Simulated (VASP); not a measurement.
Write the native input for VASP 6.6.1 that does the following.

```yaml
Task: single point
Functional: r2SCAN
Potentials_or_basis: VASP PAW PBE potentials, release 64 (Ti_sv, O_h)
Cutoff: 910 eV
k_mesh: 2 × 2 × 2
Occupations: gaussian, width 0.02 eV
Spin: no spin polarisation
Dipole_correction: no
Second_run: hard_potentials
Further_INCAR_settings: ALGO = Normal; EDIFF = 1e-06; NBANDS = 33
```

The system is TiO2.

```xyz
6
Lattice="2.7060 -2.7067 0.0000 2.7060 2.7067 0.0000 -2.6335 0.0000 4.7966" Properties=species:S:1:pos:R:3 pbc="T T T"
Ti    2.0477    1.9807    1.1992
Ti    0.7309   -1.9807    3.5975
O    -0.6205   -0.6563    3.2001
O     3.3990    0.6563    1.5966
O     2.0823   -0.6563    3.9949
O     0.6963    0.6563    0.8018
```

These files were run (other wordings do the same):

POSCAR

```
TiO2
1.0
    2.7060340000     -2.7066550000      0.0000000000
    2.7060340000      2.7066550000      0.0000000000
   -2.6335310000      0.0000000000      4.7966370000
Ti O
2 4
Direct
    0.1341100000      0.8658900000      0.2500000000
    0.8658900000      0.1341100000      0.7500000000
    0.3312210000      0.0887550000      0.6671490000
    0.6687790000      0.9112450000      0.3328510000
    0.9112450000      0.6687790000      0.8328510000
    0.0887550000      0.3312210000      0.1671490000
```

INCAR.step1

```
PREC = Accurate ; ENCUT = 910
ISMEAR = 0 ; SIGMA = 0.02
LREAL = F ; LASPH = T
NELM = 120 ; NBANDS = 33
GGA = PE ; ALGO = Normal
EDIFF = 1E-5 ; LWAVE = T
LCHARG = F ; GGA_COMPAT = F
```

INCAR.step2

```
PREC = Accurate ; ENCUT = 910
EDIFF = 1E-6 ; ISMEAR = 0
SIGMA = 0.02 ; LREAL = F
LASPH = T ; NELM = 120
ALGO = Normal ; ISIF = 2
LWAVE = F ; LCHARG = F
METAGGA = R2SCAN ; LMIXTAU = T
NBANDS = 33 ; ISTART = 1
GGA_COMPAT = F
```

KPOINTS

```
regular mesh
0
Gamma
  2 2 2
```

Potentials or basis: VASP PAW PBE potentials, release 64 (Ti_sv, O_h).

Run with:

```bash
$ cat potpaw_PBE.64/Ti_sv/POTCAR potpaw_PBE.64/O_h/POTCAR > POTCAR
$ cp INCAR.step1 INCAR
$ mpirun -np 1 vasp_std > vasp.out
$ cp INCAR.step2 INCAR
$ mpirun -np 1 vasp_std > vasp.out
```

It gave:

- Pressure: -6.4 GPa
- Largest force: 0.382 eV/Å
- Band gap on the k mesh: 2.46 eV, indirect (least direct gap 2.91 eV)

Caveat: the k points lie up to 0.88 Å⁻¹ apart; the cutoff is under 1.25 times the usual one of these potentials, so pressure, stress and relaxed cells hold a basis-set (Pulay) error; the PAW data sets were made with another functional, which shifts forces and pressure a little.

Wall time 3.1 min on 1 thread of AMD EPYC 7R43 64-Core Processor (Zen 3), with other jobs on the host, peak memory 0.27 GiB.
